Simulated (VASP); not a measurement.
Input of a VASP 6.6.1 run:

The input POSCAR:

```
Pd
1.0
    0.0000000000      2.9074140974      2.9074140974
    2.9074140974      0.0000000000      2.9074140974
    2.9074140974      2.9074140974      0.0000000000
Pd
2
Direct
    0.1250000000      0.1250000000      0.1250000000
    0.8750000000      0.8750000000      0.8750000000
```

The input INCAR.step1:

```
PREC = Accurate
ENCUT = 520
ISMEAR = -1
SIGMA = 0.1
LREAL = False
LASPH = True
NELM = 100
NBANDS = 17
GGA = PE
ALGO = Normal
EDIFF = 1E-4
LWAVE = True
LCHARG = False
```

The input INCAR.step2:

```
PREC = Accurate
ENCUT = 520
EDIFF = 1E-6
ISMEAR = -1
SIGMA = 0.1
LREAL = False
LASPH = True
NELM = 100
ALGO = Normal
ISIF = 2
LWAVE = False
LCHARG = False
METAGGA = R2SCAN
LMIXTAU = True
NBANDS = 17
ISTART = 1
```

KPOINTS

```
Automatic mesh
0
Gamma
  11 11 11
```

Potentials or basis: VASP PAW PBE potentials, release 64 (Pd).

The run is started by

```sh
$ cat potpaw_PBE.64/Pd/POTCAR > POTCAR
$ cp INCAR.step1 INCAR
$ mpirun -np 1 vasp_std > vasp.out
$ cp INCAR.step2 INCAR
$ mpirun -np 1 vasp_std > vasp.out
```

Estimate the band gap on the k mesh.

zero (bands 10 and 11 overlap by 0.35 eV).

What does it give for the pressure?

-2.7 GPa.

Caveat: the PAW data sets were made with another functional, which shifts forces and pressure a little.
